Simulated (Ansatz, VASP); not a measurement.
## WS2: VASP beside Ansatz

```
W S
1.0
     1.61058    0.92987    6.16333
    -1.61058    0.92987    6.16333
     0.00000   -1.85974    6.16333
W S
1 2
Direct
  0.00000 0.00000 0.00000
  0.75030 0.75030 0.75030
  0.58100 0.58100 0.58100
```

Change from the starting cell: equal xx and yy strain of +2 %, crystal datasets.

Alike in both runs: task electric field gradients; functional PBE; k mesh 13 × 13 × 13; occupations fermi-dirac, width 0.08 eV; no spin polarisation.

|  | VASP | Ansatz |
| --- | --- | --- |
| version | VASP 6.6.1 | Ansatz 0.2.0 |
| potentials or method | VASP PAW PBE potentials, release 64 (W_sv, S), cutoff 520 eV | all-electron PAW with datasets made for the crystal, scalar-relativistic |

```csv
,VASP,Ansatz,Ansatz less VASP
pressure (GPa),-1.7,-1.6,+0.10
"traceless stress, the component that is largest in VASP (GPa)",2.25,2.24,-0.013
rms of the force components (eV/Å),0.250,0.249,-0.0007
size of Vzz on the site where it differs most (V/Å²),154.2,173.6,+19.42
```

Atom by atom the forces differ by 0.001 eV/Å (rms over components). Ansatz ran all-electron here, and VASP with PAW potentials.

Spin-orbit coupling is off throughout.
